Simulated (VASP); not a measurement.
The system is Be.

```
Be
1.0
     2.25541    0.00000    0.00000
    -1.12771    1.95324    0.00000
     0.00000    0.00000    7.36617
Be
4
Direct
  0.00000 0.00000 0.00000
  0.00000 0.00000 0.50000
  0.33333 0.66667 0.25000
  0.66667 0.33333 0.75000
```

```yaml
Program: VASP 6.6.1
Task: relaxation of cell and atoms
Functional: r2SCAN
Potentials_or_basis: VASP PAW PBE potentials, release 64 (Be)
Cutoff: 600 eV
k_mesh: 16 × 16 × 5
Occupations: fermi-dirac, width 0.1 eV
Spin: no spin polarisation
```

At the start: pressure -3.1 GPa; volume 8.11 Å³/atom.

Problem. How do energy, volume and symmetry change on relaxing?

Solution. Over 4 steps the energy falls by 6.3 meV/atom and the volume is 7.91 Å³/atom (-2.4 %); space group P6_3/mmc (No. 194, to 0.05 Å).

The path:
| step | energy change (eV) | largest force (eV/Å) | pressure (GPa) | volume (Å³) |
| --- | --- | --- | --- | --- |
| 1 | 0.0000 | 0.0000 | -3.10 | 32.45 |
| 2 | -0.0253 | 0.0000 | -0.25 | 31.71 |
| 3 | -0.0253 | 0.0000 | -0.15 | 31.69 |
| 4 | -0.0254 | 0.0000 | -0.03 | 31.66 |

Final structure:
```
Be
1.0
     2.25572    0.00000    0.00000
    -1.12786    1.95351    0.00000
     0.00000    0.00000    7.18433
Be
4
Cartesian
  1.1279 1.9535 7.1843
  2.2557 0.0000 3.5922
  0.0000 1.3023 1.7961
  1.1279 0.6512 5.3882
```

Caveat: the PAW data sets were made with another functional, which shifts forces and pressure a little.
